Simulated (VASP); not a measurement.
Here is a VASP 6.6.1 calculation.

INCAR

```
PREC = Accurate ; ENCUT = 520
EDIFF = 1E-6 ; ISMEAR = 0
SIGMA = 0.02 ; LREAL = F
LASPH = T ; NELM = 100
ALGO = Normal ; ISIF = 2
LWAVE = F ; LCHARG = F
GGA = PS ; NBANDS = 26
```

KPOINTS

```
Automatic mesh
0
Gamma
  9 9 6
```

The input POSCAR:

```
ZnO
1.0
    3.4243477572      0.0000000000      0.0000000000
   -1.7121738786      2.9655721491      0.0000000000
    0.0000000000      0.0000000000      4.8235878671
Zn O
2 2
Direct
    0.6666666667      0.3333333333      0.4814924203
    0.3333333333      0.6666666667     -0.0185075797
    0.6666666667      0.3333333333      0.8988175797
    0.3333333333      0.6666666667      0.3988175797
```

Potentials or basis: VASP PAW PBE potentials, release 64 (Zn, O).

Command:

```sh
$ cat potpaw_PBE.64/Zn/POTCAR potpaw_PBE.64/O/POTCAR > POTCAR
$ mpirun -np 1 vasp_std > vasp.out
```

Estimate the band gap on the k mesh.

0.73 eV, direct.

What does it give for the pressure?

-6.0 GPa.

Stress tensor (GPa, compression positive):
```
-9.39  0.00  0.00
 0.00 -9.39  0.00
 0.00  0.00  0.86
```

Caveat: the cell differs from its parent crystal (biaxial strain in the a-b plane: +6.0 %, then relaxed in part); the PAW data sets were made with another functional, which shifts forces and pressure a little.
